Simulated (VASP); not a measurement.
MnSb (zincblende type), 2 atoms in the cell. It takes space group F-43m (No. 216, cubic). The conventional cell has a = 6.221 Å, b = 6.221 Å, c = 6.221 Å, α = 90.00°, β = 90.00°, γ = 90.00°. Mn (site symmetry -43m) has 4 Sb at 2.69 Å within 3.6 Å. Within 3.6 Å of Sb (site symmetry -43m) lie 4 Mn at 2.69 Å.  This cell differs from its parent crystal: volume scaled by 1.02.

* Program: VASP 6.6.1
* Task: single point
* Functional: PBE
* Potentials or basis: VASP PAW PBE potentials, release 64 (Mn_pv, Sb)
* Cutoff: 520 eV
* k mesh: 10 × 10 × 10
* Occupations: fermi-dirac, width 0.03 eV
* Spin: collinear spin, ferromagnetic start
* Starting moments: [4.0, 0.0] μB
* Dipole correction: no
* Further INCAR settings: ALGO = Normal; EDIFF = 1e-06; NBANDS = 20

Potentials or basis: VASP PAW PBE potentials, release 64 (Mn_pv, Sb).

The run is started by

```bash
$ cat potpaw_PBE.64/Mn_pv/POTCAR potpaw_PBE.64/Sb/POTCAR > POTCAR
$ mpirun -np 1 vasp_std > vasp.out
```

Hardware: 1 thread of Intel Xeon 6975P-C, on a shared host.

Question: How long does it take, and how much memory?

Answer: Wall time 98 s on 1 thread of Intel Xeon 6975P-C, with other jobs on the host, peak memory 0.29 GiB. Counts: scf iterations 16, k points 47.
